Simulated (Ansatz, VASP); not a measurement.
One calculation of NbC2, two programs

File INCAR:

```
PREC = Accurate
ENCUT = 600
EDIFF = 1E-7
ISMEAR = 0
SIGMA = 0.2
LREAL = F
LASPH = T
NELM = 120
ALGO = Normal
ISIF = 3
LWAVE = F
LCHARG = F
GGA = PE
IBRION = 2
NSW = 36
EDIFFG = -0.08
GGA_COMPAT = F
NELMIN = 4
```

Contents of KPOINTS:

```
Automatic mesh
0
Gamma
  5 5 5
```

The input POSCAR:

```
NbC2
1.0
    2.5148750200      1.4519637700      2.2741417500
   -2.5148750200      1.4519637700      2.2741417500
    0.0000000000     -2.9039275400      2.2741417500
Nb C
1 2
Direct
    0.0000000000      0.0000000000      0.0000000000
    0.6730675000      0.6730675000      0.6730675000
    0.3269325000      0.3269325000      0.3269325000
```

Input for Ansatz:

```yaml
crystal:
  lattice:
    - [2.51487502, 1.45196377, 2.27414175]
    - [-2.51487502, 1.45196377, 2.27414175]
    - [0.0, -2.90392754, 2.27414175]
  atoms:
    - { symbol: Nb, position: [0.0, 0.0, 0.0] }
    - { symbol: C, position: [0.6730675, 0.6730675, 0.6730675] }
    - { symbol: C, position: [0.3269325, 0.3269325, 0.3269325] }
basis:
  ecutwfc: 420
kpoints:
  mp_grid: { grid: [5, 5, 5] }
hamiltonian:
  xc: pbe
scf:
  occupations: { method: gaussian, width: 0.2 }
  lower_state_search: "off"
output:
  forces: true
  stress: true
  eigenvalues: true
relax:
  adjacent_minimum: "off"
  f_tol: 0.08
  max_steps: 16
  cell: { stress_tol: 0.8 }
```

Alike in both runs: task relaxation of cell and atoms; functional PBE; k mesh 5 × 5 × 5; occupations gaussian, width 0.2 eV; no spin polarisation.

```csv
,VASP,Ansatz
version,VASP 6.6.1,Ansatz 0.2.0
potentials or method,"VASP PAW PBE potentials, release 64 (Nb_sv, C), cutoff 600 eV","scalar-relativistic, plane waves, PAW"
valence electrons in the cell,21,21
```

Ansatz gave:

- gap on the k mesh at the Fermi level, each at its own relaxed structure (eV): none
- relaxed volume (Å³/atom): 10.17
- relaxed cell length with the largest relative difference (Å): 3.129

Q: Estimate VASP's values.

A: gap on the k mesh at the Fermi level, each at its own relaxed structure (eV): none; relaxed volume (Å³/atom): 10.15; relaxed cell length with the largest relative difference (Å): 3.127.

A gap of «none» marks a metal or a gap that the smearing closes.

Noted on VASP's run: the volume moved by over 15 % at a fixed basis, so the end points are rough.
